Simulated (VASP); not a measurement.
Input of a VASP 6.6.1 run:

Contents of INCAR:

```
SYSTEM = Os
PREC = Accurate ; ENCUT = 520
EDIFF = 1E-6 ; ISMEAR = -1
SIGMA = 0.05 ; LREAL = .False.
LASPH = .True. ; NELM = 80
ALGO = Normal ; ISIF = 2
LWAVE = .False. ; LCHARG = .False.
GGA = PE ; NBANDS = 10
```

The input KPOINTS:

```
Automatic mesh
0
Gamma
  14 14 14
  0 0 0
```

Contents of POSCAR:

```
Os
1.0
    0.0000000000      1.9384949347      1.9384949347
    1.9384949347      0.0000000000      1.9384949347
    1.9384949347      1.9384949347      0.0000000000
Os
1
Direct
    0.0000000000      0.0000000000      0.0000000000
```

Potentials or basis: VASP PAW PBE potentials, release 64 (Os).

Launch:

```console
$ cat potpaw_PBE.64/Os/POTCAR > POTCAR
$ mpirun -np 1 vasp_std > vasp.out
```

(1) Estimate the band gap on the k mesh.

(2) Estimate the pressure.

Results:

(1) zero (band 4 reaches 11.02 eV, above the bottom of band 5 at 7.48 eV).

(2) -6.1 GPa.

Caveat: spin-orbit coupling is left out, which moves the levels of the heavy elements.
